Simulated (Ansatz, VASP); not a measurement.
# One calculation of H, two programs

File INCAR:

```
SYSTEM = H
ALGO     = Normal         ! electronic algorithm
EDIFF    = 1E-6           ! SCF threshold, eV
ENCUT    = 400            ! plane-wave cutoff, eV
GGA      = PS             ! functional
GGA_COMPAT= .False.      
ISIF     = 2              ! what is computed and relaxed
ISMEAR   = 0              ! smearing method
LASPH    = .True.         ! aspherical terms in the spheres
LCHARG   = .False.        ! write CHGCAR
LREAL    = .False.        ! projectors in reciprocal space
LWAVE    = .False.        ! write WAVECAR
NBANDS   = 8              ! bands
NELM     = 120            ! most SCF steps
NELMDL   = -8           
PREC     = Accurate       ! precision mode
SIGMA    = 0.01           ! smearing width, eV
```

File KPOINTS:

```
k-points
0
Gamma
  1 1 1
  0 0 0
```

Contents of POSCAR:

```
H
1.0
    8.0000000000      0.0000000000      0.0000000000
    0.0000000000      8.0000000000      0.0000000000
    0.0000000000      0.0000000000      8.0000000000
H
2
Direct
    0.5000000000      0.5000000000      0.4500000000
    0.5000000000      0.5000000000      0.5500000000
```

Input for Ansatz:

```yaml
crystal:
  lattice:
    - [8.0, 0.0, 0.0]
    - [0.0, 8.0, 0.0]
    - [0.0, 0.0, 8.0]
  atoms:
    - { symbol: H, position: [0.5, 0.5, 0.45] }
    - { symbol: H, position: [0.5, 0.5, 0.55] }
scf:
  occupations: { method: fixed }
output:
  forces: true
  stress: false
  eigenvalues: true
hamiltonian:
  xc: pbesol
basis:
  ecutwfc: 600
kpoints:
  mp_grid: { grid: [1, 1, 1] }
```

Alike in both runs: task single point; functional PBEsol; k mesh 1 × 1 × 1; no spin polarisation.

```csv
,VASP,Ansatz
version,VASP 6.6.1,Ansatz 0.2.0
potentials or method,"VASP PAW PBE potentials, release 64 (H), cutoff 400 eV","scalar-relativistic, plane waves, PAW"
occupations,"gaussian, width 0.01 eV",fixed
valence electrons in the cell,2,2
```

```csv
,VASP,Ansatz,Ansatz less VASP
gap on the k mesh at the Fermi level (eV),9.64,9.63,-0.011
rms of the force components (eV/Å),0.680,0.709,+0.0299
```

VASP's potentials were made for PBE, not for PBEsol. Atom by atom the forces differ by 0.030 eV/Å (rms over components).
